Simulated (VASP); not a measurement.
Set up this calculation in VASP 6.6.1, as the native input.

```
Task                   : single point
Functional             : PBEsol
Potentials or basis    : VASP PAW PBE potentials, release 64 (Na_pv)
Cutoff                 : 520 eV
k mesh                 : 12 × 12 × 7
Occupations            : fermi-dirac, width 0.08 eV
Spin                   : no spin polarisation
Dipole correction      : no
Further INCAR settings : ALGO = Normal; EDIFF = 1e-06; NBANDS = 14
```

The structure of Na lies in POSCAR:

```
Na
1.0
    3.7275522004      0.0000000000      0.0000000000
   -1.8637761002      3.2281548995      0.0000000000
    0.0000000000      0.0000000000      6.0538916549
Na
2
Direct
    0.3333333333      0.6666666667      0.2500000000
    0.6666666667      0.3333333333      0.7500000000
```

These files were run (other wordings do the same):

INCAR

```
PREC     = Accurate       # precision mode
ENCUT    = 520            # plane-wave cutoff, eV
EDIFF    = 1E-6           # SCF threshold, eV
ISMEAR   = -1             # smearing method
SIGMA    = 0.08           # smearing width, eV
LREAL    = F              # projectors in reciprocal space
LASPH    = T              # aspherical terms in the spheres
NELM     = 60             # most SCF steps
ALGO     = Normal         # electronic algorithm
ISIF     = 2              # what is computed and relaxed
LWAVE    = F              # write WAVECAR
LCHARG   = F              # write CHGCAR
GGA      = PS             # functional
NBANDS   = 14             # bands
```

KPOINTS

```
regular mesh
0
Gamma
  12 12 7
```

Potentials or basis: VASP PAW PBE potentials, release 64 (Na_pv).

Command:

```bash
$ cat potpaw_PBE.64/Na_pv/POTCAR > POTCAR
$ mpirun -np 1 vasp_std > vasp.out
```

Results of the run:

| Property | Result |
| --- | --- |
| Pressure | 0.0 GPa |
| Band gap on the k mesh | zero (band 7 reaches 2.34 eV, above the bottom of band 8 at -1.59 eV) |

Caveat: the PAW data sets were made with another functional, which shifts forces and pressure a little.

Wall time 32 s on 1 thread of Intel(R) Xeon(R) Platinum 8259CL CPU @ 2.50GHz (Skylake/Cascade Lake), on a shared host, peak memory 0.2 GiB.
